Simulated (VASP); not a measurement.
Crystal: Sn3Mo.

```
Sn Mo
1.0
     6.44865    0.00000    0.00000
    -3.22433    5.58470    0.00000
     0.00000    0.00000    5.17604
Sn Mo
6 2
Direct
  0.83300 0.66600 0.25000
  0.16700 0.83300 0.75000
  0.33400 0.16700 0.25000
  0.16700 0.33400 0.75000
  0.83300 0.16700 0.25000
  0.66600 0.83300 0.75000
  0.33333 0.66667 0.25000
  0.66667 0.33333 0.75000
```

- Program: VASP 6.6.1
- Task: relaxation of cell and atoms
- Functional: PBE
- Potentials or basis: VASP PAW PBE potentials, release 64 (Sn_d, Mo_sv)
- Cutoff: 600 eV
- k mesh: 3 × 3 × 4
- Occupations: gaussian, width 0.1 eV
- Spin: no spin polarisation

At the start: pressure -2.7 GPa; volume 23.30 Å³/atom.

Question: Where does the relaxation end?

Answer: Over 9 steps the energy falls by 62.4 meV/atom and the volume is 22.29 Å³/atom (-4.3 %); space group P6_3/mmc (No. 194, to 0.1 Å) before and after.

Step by step:
| step | energy change (eV) | largest force (eV/Å) | pressure (GPa) | volume (Å³) |
| --- | --- | --- | --- | --- |
| 1 | 0.0000 | 1.0618 | -2.73 | 186.41 |
| 2 | -0.3702 | 0.4974 | 1.35 | 175.85 |
| 3 | -0.3846 | 0.3163 | 2.64 | 173.40 |
| 4 | -0.4801 | 0.2603 | 0.26 | 178.58 |
| 5 | -0.4832 | 0.1674 | 0.56 | 177.80 |
| 6 | -0.4925 | 0.0220 | -0.36 | 179.56 |
| 7 | -0.4925 | 0.0208 | -0.41 | 179.58 |
| 8 | -0.4981 | 0.0147 | -0.14 | 178.84 |
| 9 | -0.4992 | 0.0387 | 0.07 | 178.36 |

Final structure:
```
CELL_PARAMETERS angstrom
6.19389 0.00000 0.00000
-3.09695 5.36407 0.00000
0.00000 0.00000 5.36829
ATOMIC_POSITIONS crystal
Sn 0.82612 0.65224 0.25000
Sn 0.17388 0.82612 0.75000
Sn 0.34776 0.17388 0.25000
Sn 0.17388 0.34776 0.75000
Sn 0.82612 0.17388 0.25000
Sn 0.65224 0.82612 0.75000
Mo 0.33333 0.66667 0.25000
Mo 0.66667 0.33333 0.75000
```

Caveat: the k points lie up to 0.39 Å⁻¹ apart in the final cell.
